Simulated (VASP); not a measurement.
# Cs (Cmce) in VASP: single point with r2SCAN

Aim: the single point of Cs with r2SCAN.

Everything below comes from runs of VASP 6.6.1. Logs are shortened: lines on timing, memory, paths and dates and some standing lists are left out, and cuts for length are marked.

**1. The cell of the first run**

The structure is orthorhombic, space group Cmce (No. 64). Conventional cell: a = 6.260 Å, b = 19.859 Å, c = 8.284 Å, α = 90.00°, β = 90.00°, γ = 90.00°. Cs (site symmetry m) has 3 Cs at 4.10 to 4.17 Å within 5.4 Å.

**2. Single point, r2SCAN**

The input, POSCAR:

```
Cs
1.0
    3.1301595097     -9.9295090187      0.0000000000
    3.1301595097      9.9295090187      0.0000000000
    0.0000000000      0.0000000000      8.2840475241
Cs
4
Direct
    0.0980000000      0.9020000000      0.9100000000
    0.5980000000      0.4020000000      0.5900000000
    0.9020000000      0.0980000000      0.0900000000
    0.4020000000      0.5980000000      0.4100000000
```

The input, INCAR.step1:

```
  PREC = Accurate
  ENCUT = 520
  ISMEAR = 0
  SIGMA = 0.1
  LREAL = False
  LASPH = True
  NELM = 80
  NBANDS = 26
  GGA = PE
  ALGO = Normal
  EDIFF = 1E-4
  LWAVE = True
  LCHARG = False
```

The input, INCAR.step2:

```
  PREC = Accurate
  ENCUT = 520
  EDIFF = 1E-6
  ISMEAR = 0
  SIGMA = 0.1
  LREAL = False
  LASPH = True
  NELM = 80
  ALGO = Normal
  ISIF = 2
  LWAVE = False
  LCHARG = False
  METAGGA = R2SCAN
  LMIXTAU = True
  NBANDS = 26
  ISTART = 1
```

The input, KPOINTS:

```
regular mesh
0
Gamma
  4 4 2
```

Potentials or basis: VASP PAW PBE potentials, release 64 (Cs_sv).

Command:

```sh
cat potpaw_PBE.64/Cs_sv/POTCAR > POTCAR
cp INCAR.step1 INCAR
mpirun -np 1 vasp_std > vasp.out
cp INCAR.step2 INCAR
mpirun -np 1 vasp_std > vasp.out
```

OUTCAR:

```text
PREC = Accurate
   ENCUT = 520
   EDIFF = 1E-6
   ISMEAR = 0
   LREAL = False
   LASPH = True
   NELM = 80
   ISIF = 2
   METAGGA = R2SCAN
   ISTART = 1

 ion  position               nearest neighbor table
   1  0.098  0.902  0.910-
   2  0.598  0.402  0.590-
   3  0.902  0.098  0.090-
   4  0.402  0.598  0.410-

  LATTYP: Found a base centered orthorhombic cell.
 ALAT       =     6.2603190194
 B/A-ratio  =     3.1722054381
 C/A-ratio  =     1.3232628399

  Lattice vectors:

 A1 = (   3.1301595097,  -9.9295090187,   0.0000000000)
 A2 = (   3.1301595097,   9.9295090187,   0.0000000000)
 A3 = (   0.0000000000,   0.0000000000,   8.2840475241)

Analysis of symmetry for initial positions (statically):
=====================================================================
 Subroutine PRICEL returns:
 Original cell was already a primitive cell.

 Routine SETGRP: Setting up the symmetry group for a
 base centered orthorhombic supercell.

 Subroutine GETGRP returns: Found  8 space group operations
 (whereof  4 operations were pure point group operations)
 out of a pool of  8 trial point group operations.

The static configuration has the point symmetry C_2h.
 The point group associated with its full space group is D_2h.

Analysis of symmetry for dynamics (positions and initial velocities):
=====================================================================
 Subroutine PRICEL returns:
 Original cell was already a primitive cell.

 Routine SETGRP: Setting up the symmetry group for a
 base centered orthorhombic supercell.

 Subroutine GETGRP returns: Found  8 space group operations
 (whereof  4 operations were pure point group operations)
 out of a pool of  8 trial point group operations.

The dynamic configuration has the point symmetry C_2h.
 The point group associated with its full space group is D_2h.

 Subroutine INISYM returns: Found  8 space group operations
 (whereof  4 operations are pure point group operations),
 and found     1 'primitive' translations

----------------------------------------------------------------------------------------

                                     Primitive cell

  volume of cell :     514.9521

  direct lattice vectors                    reciprocal lattice vectors
     3.130159510 -9.929509019  0.000000000     0.159736269 -0.050354957  0.000000000
     3.130159510  9.929509019  0.000000000     0.159736269  0.050354957  0.000000000
     0.000000000  0.000000000  8.284047524     0.000000000  0.000000000  0.120713938

  length of vectors
    10.411198198 10.411198198  8.284047524     0.167485215  0.167485215  0.120713938

  position of ions in fractional coordinates (direct lattice)
     0.098000000  0.902000000  0.910000000
     0.598000000  0.402000000  0.590000000
     0.902000000  0.098000000  0.090000000
     0.402000000  0.598000000  0.410000000

  ion indices of the primitive-cell ions
   primitive index   ion index
                 1           1
                 2           2
                 3           3
                 4           4

----------------------------------------------------------------------------------------

 KPOINTS: regular mesh

Automatic generation of k-mesh.
 Grid dimensions read from file:
 generate k-points for:    4    4    2

 Generating k-lattice:

  Cartesian coordinates                     Fractional coordinates (reciprocal lattice)
     0.039934067 -0.012588739  0.000000000     0.250000000 -0.000000000  0.000000000
     0.039934067  0.012588739  0.000000000    -0.000000000  0.250000000  0.000000000
     0.000000000  0.000000000  0.060356969     0.000000000  0.000000000  0.500000000

  Length of vectors
     0.041871304  0.041871304  0.060356969

  Shift w.r.t. Gamma in fractional coordinates (k-lattice)
     0.000000000  0.000000000  0.000000000

 Subroutine IBZKPT returns following result:
 ===========================================

 Found     14 irreducible k-points:

 Following reciprocal coordinates:
            Coordinates               Weight
  0.000000  0.000000  0.000000      1.000000
  0.250000  0.000000  0.000000      4.000000
  0.500000  0.000000  0.000000      2.000000
  0.250000  0.250000  0.000000      2.000000
  0.500000  0.250000  0.000000      4.000000
 -0.250000  0.250000  0.000000      2.000000
  0.500000  0.500000  0.000000      1.000000
  0.000000  0.000000  0.500000      1.000000
  0.250000  0.000000  0.500000      4.000000
  0.500000  0.000000  0.500000      2.000000
  0.250000  0.250000  0.500000      2.000000
  0.500000  0.250000  0.500000      4.000000
 -0.250000  0.250000  0.500000      2.000000
  0.500000  0.500000  0.500000      1.000000
   k-points           NKPTS =     14   k-points in BZ     NKDIM =     14   number of bands    NBANDS=     26
   number of dos      NEDOS =    301   number of ions     NIONS =      4
   total plane-waves  NPLWV = 409600
   dimension x,y,z NGX =    80 NGY =   80 NGZ =   64
   dimension x,y,z NGXF=   160 NGYF=  160 NGZF=  128
   ions per type =               4
   NGX,Y,Z   is equivalent  to a cutoff of  12.77, 12.77, 12.84 a.u.
   NGXF,Y,Z  is equivalent  to a cutoff of  25.55, 25.55, 25.69 a.u.
 SYSTEM =  unknown system
   PREC   = accura    normal or accurate (medium, high low for compatibility)
   ISTART =      1    job   : 0-new  1-cont  2-samecut
   ICHARG =      0    charge: 1-file 2-atom 10-const
   ISPIN  =      1    spin polarized calculation?
   LNONCOLLINEAR =      F non collinear calculations
   LSORBIT =      F    spin-orbit coupling
   LASPH  =      T    aspherical Exc in radial PAW
   ENCUT  =  520.0 eV  38.22 Ry    6.18 a.u.  19.36 19.36 15.40*2*pi/ulx,y,z
   NELM   =     80;   NELMIN=  2; NELMDL=  0     # of ELM steps
   EDIFF  = 0.1E-05   stopping-criterion for ELM
   LREAL  =      F    real-space projection
   EDIFFG = 0.1E-04   stopping-criterion for IOM
   NSW    =      0    number of steps for IOM
   IBRION =     -1    ionic relax: 0-MD 1-quasi-New 2-CG
   NFREE  =      0    steps in history (QN), initial steepest desc. (CG)
   ISIF   =      2    stress and relaxation
   ISYM   =      2    0-nonsym 1-usesym 2-fastsym
   POTIM  = 0.5000    time-step for ionic-motion
   TEBEG  =    0.0;   TEEND  =   0.0 temperature during run
   PSTRESS=    0.0 pullay stress
   NELECT =      36.0000    total number of electrons
   NUPDOWN=      -1.0000    fix difference up-down
   EMIN   =  10.00;   EMAX   =-10.00  energy-range for DOS
   EFERMI =   0.00;   METHOD = LEGACY
   ISMEAR =     0;   SIGMA  =   0.10  broadening in eV -4-tet -1-fermi 0-gaus
   EFERMI_NEDOS =   21; number of points for ismear=-14 and -15
   IALGO  =     38    algorithm
   IMIX   =      4    mixing-type and parameters
     AMIX     =   0.40;   BMIX     =  1.00
     AMIX_MAG =   1.60;   BMIX_MAG =  1.00
  volume/ion in A,a.u.               =     128.74       868.77
  Fermi-wavevector in a.u.,A,eV,Ry     =   0.674404  1.274439  6.188210  0.454821
  Thomas-Fermi vector in A             =   1.751112
   LORBIT       =      0    0 simple, 1 ext, 2 COOP (PROOUT), +10 PAW based schemes
   METAGGA = R2SCAN    functional components
   LHFCALC =     F    Hartree Fock is set to
   AEXX    =    0.0000 exact exchange contribution
   IVDW    =     0    specifies the selected vdW correction
   LEPSILON=     F    determine dielectric tensor
   LRPA    =     F    only Hartree local field effects (RPA)
 non-spin polarized calculation
 Gauss-broadening in eV      SIGMA  =   0.10
  energy-cutoff  :      520.00
  volume of cell :      514.95
 maximum number of plane-waves:     13921
 NGX is ok and might be reduce to    80
   NGX = 39   NGY = 39   NGZ = 31

 number of electron      36.0000002 magnetization

 Free energy of the ion-electron system (eV)
  ---------------------------------------------------
  ext. energy  EPLUGINS =         0.00000000
  ---------------------------------------------------
  free energy    TOTEN  =       -98.85633933 eV

  energy without entropy =      -98.80851322  energy(sigma->0) =      -98.83242627

 E-fermi :   0.3604     XC(G=0):  -5.2950

 val. band max:        0.3528973066   @ k =   0.2500   0.0000   0.0000
 cond. band min:       0.3655147061   @ k =   0.5000   0.2500   0.5000
 fundamental gap:      0.0126173995
 Fermi energy:         0.3603783820

 k-point     1 :       0.0000    0.0000    0.0000
  band No.  band energies     occupation
      1     -25.0719      2.00000
      2     -25.0407      2.00000
      3     -24.9951      2.00000
      4     -24.9639      2.00000
      5     -11.7397      2.00000
      6     -11.7104      2.00000
[... 18 lines left out ...]
     25       1.9654      0.00000
     26       2.1402      0.00000

 k-point     2 :       0.2500    0.0000    0.0000
  band No.  band energies     occupation
      1     -25.0606      2.00000
      2     -25.0294      2.00000
      3     -25.0063      2.00000
      4     -24.9751      2.00000
      5     -11.7370      2.00000
      6     -11.7350      2.00000
[... 18 lines left out ...]
     25       1.8430      0.00000
     26       2.0965      0.00000

 k-point     3 :       0.5000    0.0000    0.0000
  band No.  band energies     occupation
      1     -25.0334      2.00000
      2     -25.0334      2.00000
      3     -25.0022      2.00000
      4     -25.0022      2.00000
      5     -11.7445      2.00000
      6     -11.7445      2.00000
[... 18 lines left out ...]
     25       2.0463      0.00000
     26       2.0463      0.00000

 k-point     4 :       0.2500    0.2500    0.0000
  band No.  band energies     occupation
      1     -25.0334      2.00000
      2     -25.0334      2.00000
      3     -25.0023      2.00000
      4     -25.0022      2.00000
      5     -11.7449      2.00000
      6     -11.7441      2.00000
[... 18 lines left out ...]
     25       1.9730      0.00000
     26       2.0373      0.00000
[... 206 lines left out ...]
      1     -25.0490      2.00000
      2     -25.0490      2.00000
      3     -24.9867      2.00000
      4     -24.9867      2.00000
      5     -11.7227      2.00000
      6     -11.7227      2.00000
[... 18 lines left out ...]
     25       2.1186      0.00000
     26       2.1239      0.00000

 k-point    13 :      -0.2500    0.2500    0.5000
  band No.  band energies     occupation
      1     -25.0592      2.00000
      2     -25.0592      2.00000
      3     -24.9766      2.00000
      4     -24.9766      2.00000
      5     -11.6873      2.00000
      6     -11.6873      2.00000
[... 18 lines left out ...]
     25       2.0350      0.00000
     26       2.0350      0.00000

 k-point    14 :       0.5000    0.5000    0.5000
  band No.  band energies     occupation
      1     -25.0591      2.00000
      2     -25.0591      2.00000
      3     -24.9766      2.00000
      4     -24.9766      2.00000
      5     -11.6873      2.00000
      6     -11.6873      2.00000
[... 18 lines left out ...]
     25       2.0446      0.00000
     26       2.0446      0.00000

------------------------ aborting loop because EDIFF is reached ----------------------------------------

  FORCE on cell =-STRESS in cart. coord.  units (eV):
  Direction    XX          YY          ZZ          XY          YZ          ZX
  --------------------------------------------------------------------------------------
  -------------------------------------------------------------------------------------
  Total        1.5450491      0.6023891      0.5797403      0.0000000      0.0000000      0.0000000
  in kB        4.8071320      1.8742213      1.8037538      0.0000000      0.0000000      0.0000000
  external PRESSURE =       2.8283690 kB  Pullay stress =       0.0000000 kB

 VOLUME and BASIS-vectors are now :
 -----------------------------------------------------------------------------
  energy-cutoff  :      520.00
  volume of cell :      514.95
      direct lattice vectors                 reciprocal lattice vectors
     3.130159510 -9.929509019  0.000000000     0.159736269 -0.050354957  0.000000000
     3.130159510  9.929509019  0.000000000     0.159736269  0.050354957  0.000000000
     0.000000000  0.000000000  8.284047524     0.000000000  0.000000000  0.120713938

 POSITION                                       TOTAL-FORCE (eV/Angst)
 -----------------------------------------------------------------------------------
      3.13016      7.98333      7.53848         0.000000     -0.303021      0.399467
      3.13016     -1.94618      4.88759         0.000000     -0.303021     -0.399467
      3.13016     -7.98333      0.74556         0.000000      0.303021     -0.399467
      3.13016      1.94618      3.39646         0.000000      0.303021      0.399467
 -----------------------------------------------------------------------------------
    total drift:                                0.000000      0.000000      0.000000

  FREE ENERGIE OF THE ION-ELECTRON SYSTEM (eV)
  ---------------------------------------------------
  free  energy   TOTEN  =       -98.8563393260 eV

  energy  without entropy=      -98.8085132219  energy(sigma->0) =      -98.83242627
```

It took 16 min on 1 thread of Intel Xeon Platinum 8488C (Sapphire Rapids), shared host; peak memory 0.91 GiB.

What came out:

```yaml
Free_energy: -98.8563 eV
Pressure: 0.3 GPa
Largest_force: 0.501 eV/Å
Band_gap_on_the_k_mesh: zero (bands 18 and 19 overlap by 0.33 eV)
```

Forces on the atoms (eV/Å):
```
Cs   0.000 -0.303  0.399
Cs   0.000 -0.303 -0.399
Cs   0.000  0.303 -0.399
Cs   0.000  0.303  0.399
```

Levels at points of the mesh, in eV from the Fermi level:
```
           k point  band 14  band 15  band 16  band 17  band 18  band 19  band 20  band 21  band 22  band 23
(0.00, 0.00, 0.00)   -11.62   -11.58   -11.58    -1.68    -0.10     0.08     0.27     0.86     0.89     1.24
(0.50, 0.00, 0.00)   -11.59   -11.57   -11.57    -0.37    -0.37     0.26     0.26     0.87     0.87     1.34
(0.50, 0.50, 0.00)   -11.62   -11.58   -11.58    -1.34    -0.95     0.15     0.57     0.68     1.00     1.26
(0.00, 0.00, 0.50)   -11.63   -11.60   -11.60    -0.95    -0.95     0.50     0.50     0.69     0.69     1.00
(0.50, 0.00, 0.50)   -11.58   -11.56   -11.56     0.05     0.05     0.11     0.11     0.62     0.62     0.88
(0.50, 0.50, 0.50)   -11.64   -11.60   -11.60    -0.68    -0.68    -0.28    -0.28     0.93     0.93     1.47
```

Caveat: the k points lie up to 0.38 Å⁻¹ apart; the PAW data sets were made with another functional, which shifts forces and pressure a little; spin-orbit coupling is left out, which moves the levels of the heavy elements.
